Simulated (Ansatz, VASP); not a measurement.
TaH5: VASP beside Ansatz

```
Ta H
1.0
     3.45169    0.00000    0.00000
    -1.72585    2.98925    0.00000
     0.00000    0.00000    2.94973
Ta H
1 5
Cartesian
  0.0000 0.0000 0.0000
  0.0000 1.9928 0.0000
  1.7258 0.9964 0.0000
  1.7258 0.0000 1.4749
  0.8629 1.4946 1.4749
  -0.8629 1.4946 1.4749
```

Change from the starting cell: species swapped into the YRh5 type (P6/mmm, No. 191).

Alike in both runs: functional PBE; k mesh 6 × 6 × 6; occupations gaussian, width 0.1 eV; no spin polarisation.

Ansatz relaxed the structure, and its values are those at the end. VASP's run is a single point on that final structure, the one shown.

|  | VASP | Ansatz |
| --- | --- | --- |
| version | VASP 6.6.1 | Ansatz 0.2.0 |
| potentials or method | VASP PAW PBE potentials, release 64 (Ta_pv, H), cutoff 520 eV | scalar-relativistic, plane waves, PAW |
| valence electrons in the cell | 16 | 18 |

```csv
,VASP,Ansatz,Ansatz less VASP
gap on the k mesh at the Fermi level (eV),none,none,-
pressure (GPa),-0.2,-0.2,+0.05
```

A gap of «none» marks a metal or a gap that the smearing closes. VASP's potentials hold 16 valence electrons a cell and Ansatz's 18, so a difference there can come from the potentials and not from the codes.

Spin-orbit coupling is off throughout.
